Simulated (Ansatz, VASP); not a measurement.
**Two plane-wave programs on CO**

```
C O
1.0
     6.40959    0.00000    0.00000
     0.00000    6.35405    0.00000
     0.00000    0.00000    5.43629
C O
4 4
Direct
  0.31269 0.03676 0.25000
  0.68731 0.96324 0.75000
  0.31269 0.46324 0.75000
  0.68731 0.53676 0.25000
  0.82899 0.42957 0.25000
  0.17101 0.57043 0.75000
  0.82899 0.07043 0.75000
  0.17101 0.92957 0.25000
```

Alike in both runs: task relaxation of cell and atoms; functional PBE; k mesh 4 × 4 × 4; occupations gaussian, width 0.02 eV; no spin polarisation.

```csv
,VASP,Ansatz
version,VASP 6.6.1,Ansatz 0.2.0
potentials or method,"VASP PAW PBE potentials, release 64 (C, O), cutoff 600 eV","scalar-relativistic, plane waves, PAW"
valence electrons in the cell,40,40
```

VASP gave:

- gap on the k mesh at the Fermi level, each at its own relaxed structure (eV): 5.68
- relaxed volume (Å³/atom): 24.34
- relaxed cell length with the largest relative difference (Å): 6.049

**Question.** Which values does Ansatz return?

**Answer.** gap on the k mesh at the Fermi level, each at its own relaxed structure (eV): 5.94; relaxed volume (Å³/atom): 27.68; relaxed cell length with the largest relative difference (Å): 6.354.

One of these differences is far larger than is usual between the two programs; its cause wasn't traced.

Noted on VASP's run: the standard files for N, O and F lose accuracy on very short bonds.
